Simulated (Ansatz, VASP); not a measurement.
# One calculation of AlN, two programs

```
Al N
1.0
    -4.66950    2.69594    4.98100
     4.66950   -2.69594    4.98100
     4.66950    8.08781   -4.98100
Al N
24 24
Direct
  0.16667 0.00000 0.16667
  0.66667 0.50000 0.16667
  0.50000 0.83333 0.33333
  0.00000 0.33333 0.33333
  0.83333 0.66667 0.50000
  0.33333 0.16667 0.50000
  0.16667 0.50000 0.66667
  0.66667 0.00000 0.66667
  0.50000 0.33333 0.83333
  0.00000 0.83333 0.83333
  0.83333 0.16667 0.00000
  0.33333 0.66667 0.00000
  0.25000 0.41667 0.16667
  0.75000 0.91667 0.16667
  0.58333 0.25000 0.33333
  0.08333 0.75000 0.33333
  0.91667 0.08333 0.50000
  0.41667 0.58333 0.50000
  0.25000 0.91667 0.66667
  0.75000 0.41667 0.66667
  0.58333 0.75000 0.83333
  0.08333 0.25000 0.83333
  0.91667 0.58333 0.00000
  0.41667 0.08333 0.00000
  0.35667 0.19000 0.16667
  0.85667 0.69000 0.16667
  0.69000 0.02333 0.33333
  0.19000 0.52333 0.33333
  0.02333 0.85667 0.50000
  0.52333 0.35667 0.50000
  0.35667 0.69000 0.66667
  0.85667 0.19000 0.66667
  0.69000 0.52333 0.83333
  0.19000 0.02333 0.83333
  0.02333 0.35667 0.00000
  0.52333 0.85667 0.00000
  0.44000 0.60667 0.16667
  0.94000 0.10667 0.16667
  0.77333 0.44000 0.33333
  0.27333 0.94000 0.33333
  0.10667 0.27333 0.50000
  0.60667 0.77333 0.50000
  0.44000 0.10667 0.66667
  0.94000 0.60667 0.66667
  0.77333 0.94000 0.83333
  0.27333 0.44000 0.83333
  0.10667 0.77333 0.00000
  0.60667 0.27333 0.00000
```

Alike in both runs: task single point; functional PBE; k mesh 2 × 2 × 2; occupations gaussian, width 0.05 eV; no spin polarisation.

|  | VASP | Ansatz |
| --- | --- | --- |
| version | VASP 6.6.1 | Ansatz 0.2.0 |
| potentials or method | VASP PAW PBE potentials, release 64 (Al, N), cutoff 520 eV | scalar-relativistic, plane waves, PAW |
| valence electrons in the cell | 192 | 192 |

```csv
,VASP,Ansatz,Ansatz less VASP
gap on the k mesh at the Fermi level (eV),4.22,4.21,-0.011
rms of the force components (eV/Å),0.074,0.075,+0.0005
```

Atom by atom the forces differ by 0.001 eV/Å (rms over components). Ansatz's warnings: structure snapped to symmetry.

The k mesh is coarse, so the values compare programs but aren't converged.
